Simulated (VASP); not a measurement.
Runs of VASP 6.6.1 on ZrC. The structure is that of space group P6_3/mmc (No. 194), or close to it. The cells are those of the table. 

```csv
task,cell,cutoff (eV),gap on the mesh (eV),pressure (GPa)
relaxation of cell and atoms,"relaxed to 4 GPa from a = 3.391, b = 3.391, c = 5.290 Å, angles 90.0, 90.0, 120.0°, 4 atoms",600,none,4.0
relaxation of cell and atoms,"relaxed to 2 GPa from a = 3.391, b = 3.391, c = 5.290 Å, angles 90.0, 90.0, 120.0°, 4 atoms",600,none,2.0
single point,"a = 3.335, b = 3.335, c = 5.327 Å, angles 90.0, 90.0, 120.0°, 4 atoms",520,none,(a)
single point,"a = 3.353, b = 3.353, c = 5.358 Å, angles 90.0, 90.0, 120.0°, 4 atoms",520,none,0.2
relaxation of cell and atoms,"relaxed from a = 3.391, b = 3.391, c = 5.290 Å, angles 90.0, 90.0, 120.0°, 4 atoms",600,none,0.0
single point,"a = 3.344, b = 3.344, c = 5.343 Å, angles 90.0, 90.0, 120.0°, 4 atoms",520,none,2.2
single point,"a = 3.326, b = 3.326, c = 5.312 Å, angles 90.0, 90.0, 120.0°, 4 atoms",520,none,(b)
single point,"a = 3.317, b = 3.317, c = 5.298 Å, angles 90.0, 90.0, 120.0°, 4 atoms",520,none,8.2
```

Alike in all rows: level r2SCAN; potentials or basis VASP PAW PBE potentials, release 64 (Zr_sv, C); no spin polarisation; k mesh 8 × 8 × 5; smearing gaussian 0.05 eV.

Task: Fill in the values left out.

Result: (a) 4.2; (b) 6.2.

Caveats: the PAW data sets were made with another functional, which shifts forces and pressure a little; the cell stands under pressure (at least some runs); the cell is relaxed towards a set pressure, so the run minimises the enthalpy, not the energy (at least some runs).

A k mesh can miss the band edges, and the runs leave out spin-orbit coupling on Zr.

A gap of «none» marks levels without a gap at the run's occupations.
